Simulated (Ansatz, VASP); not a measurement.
**One calculation of Zr4Tl, two programs**

```
Zr Tl
1.0
     5.30475    0.00000    0.00000
     0.00000    5.30475    0.00000
     0.00000    0.00000    5.30475
Zr Tl
4 1
Direct
  0.00000 0.50000 0.50000
  0.50000 0.50000 0.00000
  0.50000 0.00000 0.50000
  0.00000 0.00000 0.00000
  0.50000 0.50000 0.50000
```

Change from the starting cell: species swapped into the Fe4N type (Pm-3m, No. 221).

Alike in both runs: functional PBE; k mesh 8 × 8 × 8; occupations gaussian, width 0.1 eV; no spin polarisation.

Ansatz relaxed the structure, and its values are those at the end. VASP's run is a single point on that final structure, the one shown.

```csv
,VASP,Ansatz
version,VASP 6.6.1,Ansatz 0.2.0
potentials or method,"VASP PAW PBE potentials, release 64 (Zr_sv, Tl_d), cutoff 520 eV","scalar-relativistic, plane waves, PAW"
valence electrons in the cell,61,61
```

```csv
,VASP,Ansatz,Ansatz less VASP
gap on the k mesh at the Fermi level (eV),none,none,-
pressure (GPa),0.0,0.0,-0.01
```

A gap of «none» marks a metal or a gap that the smearing closes.

Spin-orbit coupling is off throughout.
